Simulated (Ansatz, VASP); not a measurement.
**TiAl in VASP and in Ansatz**

```
Ti Al
1.0
     3.15412    0.00000    0.00000
     0.00000    3.15412    0.00000
     0.00000    0.00000    3.15412
Ti Al
1 1
Cartesian
  1.5771 1.5771 1.5771
  0.0000 0.0000 0.0000
```

Alike in both runs: task single point; functional PBE; k mesh 14 × 14 × 14; occupations gaussian, width 0.1 eV; no spin polarisation.

```csv
,VASP,Ansatz
version,VASP 6.6.1,Ansatz 0.2.0
potentials or method,"VASP PAW PBE potentials, release 64 (Ti_sv, Al), cutoff 520 eV","scalar-relativistic, plane waves, PAW"
valence electrons in the cell,15,15
```

Ansatz gave:

```
gap on the k mesh at the Fermi level (eV) : none
pressure (GPa)                            : 3.6
```

Task: What did VASP give for the same quantities?

Result: gap on the k mesh at the Fermi level (eV): none; pressure (GPa): 3.5.

A gap of «none» marks a metal or a gap that the smearing closes.
